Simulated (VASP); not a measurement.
# Nb (Im-3m) in VASP: further runs

The runs below take Nb through single point, with PBEsol.

Program: VASP 6.6.1. These are calculated values, not measurements. Logs are shortened: lines on timing, memory, paths and dates and some standing lists are left out, and cuts for length are marked.

### Step 1. The cell of the first run

The structure is cubic, space group Im-3m (No. 229). Conventional cell: a = 3.271 Å, b = 3.271 Å, c = 3.271 Å, α = 90.00°, β = 90.00°, γ = 90.00°. Nb (site symmetry m-3m) has 14 Nb at 2.83 to 3.27 Å within 3.7 Å.

### Step 2. Single point, PBEsol

The input, INCAR:

```
PREC = Accurate ; ENCUT = 520
EDIFF = 1E-6 ; ISMEAR = -1
SIGMA = 0.1 ; LREAL = F
LASPH = T ; NELM = 60
ALGO = Normal ; ISIF = 2
LWAVE = F ; LCHARG = T
GGA = PS ; LELF = T
LVHAR = T ; NBANDS = 12
```

The input, KPOINTS:

```
Automatic mesh
0
Gamma
  22 22 22
```

The input, POSCAR:

```
Nb
1.0
   -1.6353030344      1.6353030344      1.6353030344
    1.6353030344     -1.6353030344      1.6353030344
    1.6353030344      1.6353030344     -1.6353030344
Nb
1
Direct
    0.0000000000      0.0000000000      0.0000000000
```

Potentials or basis: VASP PAW PBE potentials, release 64 (Nb_sv).

Run with:

```
> cat potpaw_PBE.64/Nb_sv/POTCAR > POTCAR
> mpirun -np 1 vasp_std > vasp.out
```

OUTCAR:

```text
PREC = Accurate
   ENCUT = 520
   EDIFF = 1E-6
   ISMEAR = -1
   LREAL = F
   LASPH = T
   NELM = 60
   ISIF = 2
   GGA = PS

 ion  position               nearest neighbor table
   1  0.000  0.000  0.000-

  LATTYP: Found a body centered cubic cell.
 ALAT       =     3.2706060688

  Lattice vectors:

 A1 = (  -1.6353030344,   1.6353030344,   1.6353030344)
 A2 = (   1.6353030344,  -1.6353030344,   1.6353030344)
 A3 = (   1.6353030344,   1.6353030344,  -1.6353030344)

Analysis of symmetry for initial positions (statically):
=====================================================================
 Subroutine PRICEL returns:
 Original cell was already a primitive cell.

 Routine SETGRP: Setting up the symmetry group for a
 body centered cubic supercell.

 Subroutine GETGRP returns: Found 48 space group operations
 (whereof 48 operations were pure point group operations)
 out of a pool of 48 trial point group operations.

The static configuration has the point symmetry O_h .

Analysis of symmetry for dynamics (positions and initial velocities):
=====================================================================
 Subroutine PRICEL returns:
 Original cell was already a primitive cell.

 Routine SETGRP: Setting up the symmetry group for a
 body centered cubic supercell.

 Subroutine GETGRP returns: Found 48 space group operations
 (whereof 48 operations were pure point group operations)
 out of a pool of 48 trial point group operations.

The dynamic configuration has the point symmetry O_h .

 Subroutine INISYM returns: Found 48 space group operations
 (whereof 48 operations are pure point group operations),
 and found     1 'primitive' translations

----------------------------------------------------------------------------------------

                                     Primitive cell

  volume of cell :      17.4926

  direct lattice vectors                    reciprocal lattice vectors
    -1.635303034  1.635303034  1.635303034     0.000000000  0.305753729  0.305753729
     1.635303034 -1.635303034  1.635303034     0.305753729  0.000000000  0.305753729
     1.635303034  1.635303034 -1.635303034     0.305753729  0.305753729  0.000000000

  length of vectors
     2.832427941  2.832427941  2.832427941     0.432401070  0.432401070  0.432401070

  position of ions in fractional coordinates (direct lattice)
     0.000000000  0.000000000  0.000000000

  ion indices of the primitive-cell ions
   primitive index   ion index
                 1           1

----------------------------------------------------------------------------------------

 KPOINTS: Automatic mesh

Automatic generation of k-mesh.
 Grid dimensions read from file:
 generate k-points for:   22   22   22

 Generating k-lattice:

  Cartesian coordinates                     Fractional coordinates (reciprocal lattice)
     0.000000000  0.013897897  0.013897897     0.045454545  0.000000000  0.000000000
     0.013897897  0.000000000  0.013897897     0.000000000  0.045454545  0.000000000
     0.013897897  0.013897897  0.000000000     0.000000000  0.000000000  0.045454545

  Length of vectors
     0.019654594  0.019654594  0.019654594

  Shift w.r.t. Gamma in fractional coordinates (k-lattice)
     0.000000000  0.000000000  0.000000000

 Subroutine IBZKPT returns following result:
 ===========================================

 Found    328 irreducible k-points:

 Following reciprocal coordinates:
            Coordinates               Weight
  0.000000  0.000000  0.000000      1.000000
  0.045455  0.000000  0.000000     12.000000
  0.090909  0.000000  0.000000     12.000000
  0.136364  0.000000  0.000000     12.000000
  0.181818  0.000000  0.000000     12.000000
  0.227273  0.000000  0.000000     12.000000
[... 16 lines left out ...]
  0.090909  0.090909  0.000000     24.000000
  0.136364  0.090909 -0.000000     48.000000
 [... further k-points ...]
   k-points           NKPTS =    328   k-points in BZ     NKDIM =    328   number of bands    NBANDS=     12
   number of dos      NEDOS =    301   number of ions     NIONS =      1
   total plane-waves  NPLWV =  13824
   dimension x,y,z NGX =    24 NGY =   24 NGZ =   24
   dimension x,y,z NGXF=    48 NGYF=   48 NGZF=   48
   ions per type =               1
   NGX,Y,Z   is equivalent  to a cutoff of  14.09, 14.09, 14.09 a.u.
   NGXF,Y,Z  is equivalent  to a cutoff of  28.17, 28.17, 28.17 a.u.
 SYSTEM =  unknown system
   PREC   = accura    normal or accurate (medium, high low for compatibility)
   ISTART =      0    job   : 0-new  1-cont  2-samecut
   ICHARG =      2    charge: 1-file 2-atom 10-const
   ISPIN  =      1    spin polarized calculation?
   LNONCOLLINEAR =      F non collinear calculations
   LSORBIT =      F    spin-orbit coupling
   LASPH  =      T    aspherical Exc in radial PAW
   ENCUT  =  520.0 eV  38.22 Ry    6.18 a.u.   5.27  5.27  5.27*2*pi/ulx,y,z
   NELM   =     60;   NELMIN=  2; NELMDL= -5     # of ELM steps
   EDIFF  = 0.1E-05   stopping-criterion for ELM
   LREAL  =      F    real-space projection
   EDIFFG = 0.1E-04   stopping-criterion for IOM
   NSW    =      0    number of steps for IOM
   IBRION =     -1    ionic relax: 0-MD 1-quasi-New 2-CG
   NFREE  =      0    steps in history (QN), initial steepest desc. (CG)
   ISIF   =      2    stress and relaxation
   ISYM   =      2    0-nonsym 1-usesym 2-fastsym
   POTIM  = 0.5000    time-step for ionic-motion
   TEBEG  =    0.0;   TEEND  =   0.0 temperature during run
   PSTRESS=    0.0 pullay stress
   NELECT =      13.0000    total number of electrons
   NUPDOWN=      -1.0000    fix difference up-down
   EMIN   =  10.00;   EMAX   =-10.00  energy-range for DOS
   EFERMI =   0.00;   METHOD = LEGACY
   ISMEAR =    -1;   SIGMA  =   0.10  broadening in eV -4-tet -1-fermi 0-gaus
   EFERMI_NEDOS =   21; number of points for ismear=-14 and -15
   IALGO  =     38    algorithm
   IMIX   =      4    mixing-type and parameters
     AMIX     =   0.40;   BMIX     =  1.00
     AMIX_MAG =   1.60;   BMIX_MAG =  1.00
  volume/ion in A,a.u.               =      17.49       118.05
  Fermi-wavevector in a.u.,A,eV,Ry     =   1.482874  2.802226 29.918076  2.198917
  Thomas-Fermi vector in A             =   2.596606
   LORBIT       =      0    0 simple, 1 ext, 2 COOP (PROOUT), +10 PAW based schemes
   GGA     = PS    functional components
   LHFCALC =     F    Hartree Fock is set to
   AEXX    =    0.0000 exact exchange contribution
   IVDW    =     0    specifies the selected vdW correction
   LEPSILON=     F    determine dielectric tensor
   LRPA    =     F    only Hartree local field effects (RPA)
 non-spin polarized calculation
  energy-cutoff  :      520.00
  volume of cell :       17.49
 maximum number of plane-waves:       481
 NGX is ok and might be reduce to    24
   NGX = 11   NGY = 11   NGZ = 11

 number of electron      13.0000001 magnetization

 Free energy of the ion-electron system (eV)
  ---------------------------------------------------
  ext. energy  EPLUGINS =         0.00000000
  ---------------------------------------------------
  free energy    TOTEN  =       -10.97681993 eV

  energy without entropy =      -10.92988943  energy(sigma->0) =      -10.95335468

 E-fermi :  11.4666     XC(G=0): -12.7815

 val. band max:       11.4534201196   @ k =   0.2727   0.0455   0.0455
 cond. band min:      11.4833533292   @ k =   0.1818   0.0000   0.0000
 fundamental gap:      0.0299332096
 Fermi energy:        11.4666355239

 k-point     1 :       0.0000    0.0000    0.0000
  band No.  band energies     occupation
      1     -42.7747      2.00000
      2     -18.0240      2.00000
      3     -18.0240      2.00000
      4     -18.0240      2.00000
      5       5.4313      2.00000
      6      11.8145      0.05988
      7      11.8145      0.05988
      8      11.8145      0.05988
      9      14.8230      0.00000
     10      14.8230      0.00000
     11      25.7479      0.00000
     12      25.7479      0.00000

 k-point     2 :       0.0455    0.0000    0.0000
  band No.  band energies     occupation
      1     -42.7692      2.00000
      2     -18.0570      2.00000
      3     -18.0339      2.00000
      4     -18.0243      2.00000
      5       5.5208      2.00000
      6      11.7583      0.10267
      7      11.8022      0.06743
      8      11.8998      0.02594
      9      14.7320      0.00000
     10      14.8226      0.00000
     11      25.8244      0.00000
     12      25.9025      0.00000

 k-point     3 :       0.0909    0.0000    0.0000
  band No.  band energies     occupation
      1     -42.7531      2.00000
      2     -18.1527      2.00000
      3     -18.0628      2.00000
      4     -18.0251      2.00000
      5       5.7808      2.00000
      6      11.5992      0.41984
      7      11.7538      0.10711
      8      12.1539      0.00207
      9      14.5146      0.00000
     10      14.8246      0.00000
     11      26.0289      0.00000
     12      26.3547      0.00000

 k-point     4 :       0.1364    0.0000    0.0000
  band No.  band energies     occupation
      1     -42.7276      2.00000
      2     -18.3014      2.00000
      3     -18.1080      2.00000
      4     -18.0266      2.00000
      5       6.1849      2.00000
      6      11.3614      1.48259
      7      11.6458      0.28579
      8      12.5700      0.00003
      9      14.2974      0.00000
     10      14.8374      0.00000
     11      26.2767      0.00000
     12      27.0781      0.00000

 k-point     5 :       0.1818    0.0000    0.0000
  band No.  band energies     occupation
      1     -42.6948      2.00000
      2     -18.4886      2.00000
      3     -18.1656      2.00000
      4     -18.0284      2.00000
      5       6.6831      2.00000
      6      11.0760      1.96055
      7      11.4834      0.91661
      8      13.1373      0.00000
      9      14.1917      0.00000
     10      14.8716      0.00000
     11      26.4024      0.00000
     12      27.9324      0.00000
[... 228 lines left out ...]
      1     -42.5072      2.00000
      2     -19.4519      2.00000
      3     -18.4820      2.00000
      4     -18.0517      2.00000
      5       7.7195      2.00000
      6       9.7969      2.00000
      7      13.1729      0.00000
      8      14.8674      0.00000
      9      15.6001      0.00000
     10      17.7321      0.00000
     11      23.5629      0.00000
     12      24.3856      0.00000

 k-point    22 :       0.4545    0.0455   -0.0000
  band No.  band energies     occupation
      1     -42.4959      2.00000
      2     -19.5064      2.00000
      3     -18.5008      2.00000
      4     -18.0524      2.00000
      5       7.6639      2.00000
      6       9.7311      2.00000
      7      13.5958      0.00000
      8      14.8496      0.00000
      9      15.7053      0.00000
     10      18.1711      0.00000
     11      23.3136      0.00000
     12      23.9499      0.00000

 k-point    23 :       0.0909    0.0909    0.0000
  band No.  band energies     occupation
      1     -42.7131      2.00000
      2     -18.3832      2.00000
      3     -18.1067      2.00000
      4     -18.0560      2.00000
      5       6.4185      2.00000
      6      11.3252      1.60881
      7      11.4319      1.17190
      8      12.8810      0.00000
      9      14.1116      0.00000
     10      14.9456      0.00000
     11      26.5316      0.00000
     12      27.3100      0.00000

 k-point    24 :       0.1364    0.0909   -0.0000
  band No.  band energies     occupation
      1     -42.6815      2.00000
      2     -18.5539      2.00000
      3     -18.1613      2.00000
      4     -18.0662      2.00000
      5       6.9060      2.00000
      6      11.0713      1.96235
      7      11.2316      1.82588
      8      13.4825      0.00000
      9      13.9782      0.00000
     10      15.0527      0.00000
     11      26.8001      0.00000
     12      27.6705      0.00000

 [... further k-points ...]

------------------------ aborting loop because EDIFF is reached ----------------------------------------

  FORCE on cell =-STRESS in cart. coord.  units (eV):
  Direction    XX          YY          ZZ          XY          YZ          ZX
  --------------------------------------------------------------------------------------
  -------------------------------------------------------------------------------------
  Total        0.0125771      0.0125771      0.0125771     -0.0000000     -0.0000000     -0.0000000
  in kB        1.1519605      1.1519605      1.1519605     -0.0000000     -0.0000000     -0.0000000
  external PRESSURE =       1.1519605 kB  Pullay stress =       0.0000000 kB

 VOLUME and BASIS-vectors are now :
 -----------------------------------------------------------------------------
  energy-cutoff  :      520.00
  volume of cell :       17.49
      direct lattice vectors                 reciprocal lattice vectors
    -1.635303034  1.635303034  1.635303034     0.000000000  0.305753729  0.305753729
     1.635303034 -1.635303034  1.635303034     0.305753729  0.000000000  0.305753729
     1.635303034  1.635303034 -1.635303034     0.305753729  0.305753729  0.000000000

 POSITION                                       TOTAL-FORCE (eV/Angst)
 -----------------------------------------------------------------------------------
      0.00000      0.00000      0.00000        -0.000000      0.000000      0.000000
 -----------------------------------------------------------------------------------
    total drift:                                0.000000      0.000000      0.000000

  FREE ENERGIE OF THE ION-ELECTRON SYSTEM (eV)
  ---------------------------------------------------
  free  energy   TOTEN  =       -10.9768199300 eV

  energy  without entropy=      -10.9298894320  energy(sigma->0) =      -10.95335468
```

Wall time 38 s (1 thread of Intel Xeon Platinum 8488C (Sapphire Rapids), shared host); peak memory 0.19 GiB.

Results:

```
Free energy : -10.9768 eV
Pressure    : 0.1 GPa
```

Caveat: the PAW data sets were made with another functional, which shifts forces and pressure a little.

### Step 3. Single point, PBEsol

The input, INCAR:

```
SYSTEM = Nb
  ALGO = Normal
  EDIFF = 1E-6
  ENCUT = 520
  GGA = PS
  ISIF = 2
  ISMEAR = -1
  LASPH = .TRUE.
  LCHARG = .FALSE.
  LREAL = .FALSE.
  LWAVE = .FALSE.
  NBANDS = 12
  NELM = 100
  PREC = Accurate
  SIGMA = 0.1
```

The input, KPOINTS:

```
k-points
0
G
  22 22 22
  0 0 0
```

POSCAR is that of step 2.

Potentials or basis: VASP PAW PBE potentials, release 64 (Nb_sv).

Run with:

```
> cat potpaw_PBE.64/Nb_sv/POTCAR > POTCAR
> mpirun -np 1 vasp_std > vasp.out
```

Run time: 51 s. Hardware: 1 thread of Intel Xeon Platinum 8488C (Sapphire Rapids), shared host; peak memory 0.19 GiB.

Results (log left out):

- Free energy: -10.9768 eV
- Pressure: 0.1 GPa

Levels at points of the mesh, in eV from the Fermi level:
```csv
k point,band 4,band 5,band 6,band 7,band 8,band 9
"(0.00, 0.00, 0.00)",-29.49,-6.04,0.35,0.35,0.35,3.36
"(0.50, 0.00, 0.00)",-29.51,-3.87,-1.76,2.42,3.41,4.12
"(0.50, 0.50, 0.50)",-30.51,-3.92,-3.92,5.83,5.83,5.83
```

Caveat: the PAW data sets were made with another functional, which shifts forces and pressure a little.

### Step 4. Single point, PBEsol (volume scaled by 1.04)

The input, INCAR:

```
ALGO = Normal ; EDIFF = 1E-6
ENCUT = 520 ; GGA = PS
ISIF = 2 ; ISMEAR = -1
LASPH = T ; LCHARG = T
LELF = T ; LREAL = F
LVHAR = T ; LWAVE = F
NBANDS = 12 ; NELM = 80
PREC = Accurate ; SIGMA = 0.1
```

The input, KPOINTS:

```
k-points
0
Gamma
  22 22 22
```

The input, POSCAR:

```
Nb
1.0
   -1.6568226474      1.6568226474      1.6568226474
    1.6568226474     -1.6568226474      1.6568226474
    1.6568226474      1.6568226474     -1.6568226474
Nb
1
Direct
    0.0000000000      0.0000000000      0.0000000000
```

Run with:

```
> cat potpaw_PBE.64/Nb_sv/POTCAR > POTCAR
> mpirun -np 1 vasp_std > vasp.out
```

Run time: 63 s. Hardware: 1 thread of Intel Xeon Platinum 8488C (Sapphire Rapids), shared host; peak memory 0.19 GiB.

Results (log left out):

```
Free energy : -10.9630 eV
Pressure    : -6.5 GPa
```

Levels at points of the mesh, in eV from the Fermi level:
```csv
k point,band 5,band 6,band 7,band 8,band 9,band 10
"(0.00, 0.00, 0.00)",-5.96,0.36,0.36,0.36,3.24,3.24
"(0.50, 0.00, 0.00)",-3.71,-1.64,2.22,3.26,3.94,6.33
"(0.50, 0.50, 0.50)",-3.69,-3.69,5.56,5.56,5.56,8.95
```

Caveat: the PAW data sets were made with another functional, which shifts forces and pressure a little.

### Step 5. Single point, PBEsol (volume scaled by 1.08)

The input, INCAR:

```
ALGO     = Normal         # electronic algorithm
EDIFF    = 1E-6           # SCF threshold, eV
ENCUT    = 520            # plane-wave cutoff, eV
GGA      = PS             # functional
ISIF     = 2              # what is computed and relaxed
ISMEAR   = -1             # smearing method
LASPH    = True           # aspherical terms in the spheres
LCHARG   = True           # write CHGCAR
LELF     = True           # ELF
LREAL    = False          # projectors in reciprocal space
LVHAR    = True         
LWAVE    = False          # write WAVECAR
NBANDS   = 12             # bands
NELM     = 80             # most SCF steps
PREC     = Accurate       # precision mode
SIGMA    = 0.1            # smearing width, eV
```

KPOINTS is that of step 4.

The input, POSCAR:

```
Nb
1.0
   -1.6777973126      1.6777973126      1.6777973126
    1.6777973126     -1.6777973126      1.6777973126
    1.6777973126      1.6777973126     -1.6777973126
Nb
1
Direct
    0.0000000000      0.0000000000      0.0000000000
```

Run with:

```
> cat potpaw_PBE.64/Nb_sv/POTCAR > POTCAR
> mpirun -np 1 vasp_std > vasp.out
```

Wall time 34 s (1 thread of Intel Xeon Platinum 8488C (Sapphire Rapids), shared host); peak memory 0.19 GiB.

Results (log left out):

```yaml
Free_energy: -10.9226 eV
Pressure: -12.1 GPa
```

Levels at points of the mesh, in eV from the Fermi level:
```csv
k point,band 3,band 4,band 5,band 6,band 7,band 8,band 9,band 10,band 11,band 12
"(0.00, 0.00, 0.00)",-29.76,-29.76,-5.89,0.37,0.37,0.37,3.12,3.12,14.07,14.07
"(0.50, 0.00, 0.00)",-30.13,-29.77,-3.56,-1.54,2.05,3.12,3.77,6.02,11.30,11.44
"(0.50, 0.50, 0.50)",-30.57,-30.57,-3.48,-3.48,5.30,5.30,5.30,8.64,8.64,8.64
```

Caveat: the PAW data sets were made with another functional, which shifts forces and pressure a little.

### Step 6. Single point, PBEsol (volume scaled by 1.12)

The input, INCAR:

```
PREC = Accurate
ENCUT = 520
EDIFF = 1E-6
ISMEAR = -1
SIGMA = 0.1
LREAL = F
LASPH = T
NELM = 60
ALGO = Normal
ISIF = 2
LWAVE = F
LCHARG = F
GGA = PS
NBANDS = 12
```

The input, KPOINTS:

```
regular mesh
0
Gamma
  22 22 22
```

The input, POSCAR:

```
Nb
1.0
   -1.6982602721      1.6982602721      1.6982602721
    1.6982602721     -1.6982602721      1.6982602721
    1.6982602721      1.6982602721     -1.6982602721
Nb
1
Direct
    0.0000000000      0.0000000000      0.0000000000
```

Potentials or basis: VASP PAW PBE potentials, release 64 (Nb_sv).

Run with:

```
> cat potpaw_PBE.64/Nb_sv/POTCAR > POTCAR
> mpirun -np 1 vasp_std > vasp.out
```

Wall time 33 s (1 thread of Intel Xeon Platinum 8488C (Sapphire Rapids), shared host); peak memory 0.19 GiB.

The run converged. Its results:

| Quantity | Value |
| --- | --- |
| Free energy | -10.8601 eV |
| Pressure | -16.6 GPa |

Levels at points of the mesh, in eV from the Fermi level:
| k point | band 5 | band 6 | band 7 | band 8 | band 9 | band 10 |
| --- | --- | --- | --- | --- | --- | --- |
| (0.00, 0.00, 0.00) | -5.81 | 0.37 | 0.37 | 0.37 | 3.01 | 3.01 |
| (0.50, 0.00, 0.00) | -3.42 | -1.45 | 1.89 | 2.99 | 3.61 | 5.74 |
| (0.50, 0.50, 0.50) | -3.29 | -3.29 | 5.06 | 5.06 | 5.06 | 8.35 |

Caveat: the PAW data sets were made with another functional, which shifts forces and pressure a little.

### Step 7. Summary

| cell | gap on the mesh (eV) | pressure (GPa) |
| --- | --- | --- |
| a = 2.832 Å, angles 109.5°, 1 atom | none | 0.1 |
| a = 2.870 Å, angles 109.5°, 1 atom | none | -6.5 |
| a = 2.906 Å, angles 109.5°, 1 atom | none | -12.1 |
| a = 2.941 Å, angles 109.5°, 1 atom | none | -16.6 |

Alike in all rows: task single point; level PBEsol; potentials or basis VASP PAW PBE potentials, release 64 (Nb_sv); no spin polarisation; k mesh 22 × 22 × 22; cutoff (eV) 520; smearing fermi-dirac 0.1 eV.

Caveats: the PAW data sets were made with another functional, which shifts forces and pressure a little.

Total energies depend on the potentials used, so only differences within one code and one set of settings carry meaning.
